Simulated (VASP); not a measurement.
Input of a VASP 6.6.1 run:

The input INCAR:

```
SYSTEM = SnSe2
PREC = Accurate ; ENCUT = 600
EDIFF = 1E-6 ; ISMEAR = 0
SIGMA = 0.02 ; LREAL = .False.
LASPH = .True. ; NELM = 100
ALGO = Normal ; ISIF = 3
LWAVE = .False. ; LCHARG = .False.
GGA = PE ; IVDW = 12
IBRION = 2 ; NSW = 100
EDIFFG = -0.005
```

File KPOINTS:

```
regular mesh
0
Gamma
  12 12 6
  0 0 0
```

POSCAR

```
SnSe2
1.0
    3.8390485953      0.0000000000      0.0000000000
   -1.9195242977      3.3247136098      0.0000000000
    0.0000000000      0.0000000000      6.0116311052
Sn Se
1 2
Direct
    0.0000000000      0.0000000000      0.0000000000
    0.3333333333      0.6666666667      0.2651529963
    0.6666666667      0.3333333333      0.7348470037
```

Potentials or basis: VASP PAW PBE potentials, release 64 (Sn_d, Se).

The run is started by

```console
$ cat potpaw_PBE.64/Sn_d/POTCAR potpaw_PBE.64/Se/POTCAR > POTCAR
$ mpirun -np 1 vasp_std > vasp.out
```

Task: Estimate the space group after relaxing (to 0.1 Å).

Result: P-3m1 (No. 164).

Task: What does it give for the relaxed cell?

Result: a = 3.840 Å, b = 3.840 Å, c = 6.014 Å, α = 90.00°, β = 90.00°, γ = 120.00°.

Task: Predict the band gap on the k mesh.

Result: 0.34 eV (least direct gap 0.82 eV).

Task: Estimate the relaxed volume.

Result: 25.60 Å³/atom.

Final structure:
```
Sn Se
1.0
     3.84046    0.00000    0.00000
    -1.92023    3.32594    0.00000
     0.00000    0.00000    6.01361
Sn Se
1 2
Direct
  0.00000 0.00000 0.00000
  0.33333 0.66667 0.26521
  0.66667 0.33333 0.73479
```

Caveat: spin-orbit coupling is left out, which moves the levels of the heavy elements. A k mesh can miss the band edges.
